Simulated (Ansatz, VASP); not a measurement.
**Ni: VASP beside Ansatz**

```
CELL_PARAMETERS angstrom
2.44976 0.00000 0.00000
-1.22488 2.12156 0.00000
0.00000 0.00000 26.00110
ATOMIC_POSITIONS crystal
Ni 0.16667 0.33333 0.30871
Ni 0.50000 0.00000 0.38460
Ni 0.83333 0.66667 0.46151
Ni 0.16667 0.33333 0.53849
Ni 0.50000 0.00000 0.61540
Ni 0.83333 0.66667 0.69129
```

Alike in both runs: functional PBEsol; k mesh 15 × 15 × 1; occupations fermi-dirac, width 0.1 eV; collinear spin.

Ansatz relaxed the structure, and its values are those at the end. VASP's run is a single point on that final structure, the one shown.

|  | VASP | Ansatz |
| --- | --- | --- |
| version | VASP 6.6.1 | Ansatz 0.2.0 |
| potentials or method | VASP PAW PBE potentials, release 64 (Ni), cutoff 520 eV | all-electron LAPW, scalar-relativistic |

Ansatz gave:

* net moment per atom (μB): 0.65
* size of the moment on the site where the two differ most (μB): 0.69

Estimate VASP's values.

net moment per atom (μB): 0.63; size of the moment on the site where the two differ most (μB): 0.65.

VASP's potentials were made for PBE, not for PBEsol. Site moments also hang on the region over which each program counts them. Ansatz ran all-electron here, and VASP with PAW potentials.
